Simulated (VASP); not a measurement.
# CaO: single point with B3LYP

The system is CaO.

```
Ca O
1.0
     0.00000    2.40356    2.40356
     2.40356    0.00000    2.40356
     2.40356    2.40356    0.00000
Ca O
1 1
Direct
  0.00000 0.00000 0.00000
  0.50000 0.50000 0.50000
```

```
Program             : VASP 6.6.1
Task                : single point
Functional          : B3LYP
Potentials or basis : VASP PAW PBE potentials, release 64 (Ca_sv, O)
Cutoff              : 520 eV
k mesh              : 6 × 6 × 6
Occupations         : fermi-dirac, width 0.05 eV
Spin                : no spin polarisation
```

```json
{
  "Pressure": "2.4 GPa",
  "Band gap on the k mesh": "5.66 eV (least direct gap 6.07 eV)"
}
```

Levels at points of the mesh, in eV from the valence-band top:
```tsv
k point	band 4	band 5	band 6	band 7	band 8	band 9	band 10	band 11	band 12	band 13
(0.00, 0.00, 0.00)	-19.37	-16.64	0.00	0.00	0.00	6.76	8.36	8.36	8.36	9.93
(0.50, 0.00, 0.00)	-19.42	-15.31	-2.75	-1.26	-1.26	9.28	10.64	10.66	10.66	12.86
(0.50, 0.50, 0.00)	-19.61	-16.38	-1.39	-0.41	-0.41	5.66	10.29	11.18	11.92	11.92
```

Wall time 16 min on 1 thread of Intel(R) Xeon(R) Platinum 8488C (Sapphire Rapids), on a shared host, peak memory 0.17 GiB.

Caveat: the PAW data sets were made with another functional, which shifts forces and pressure a little. A k mesh can miss the band edges.
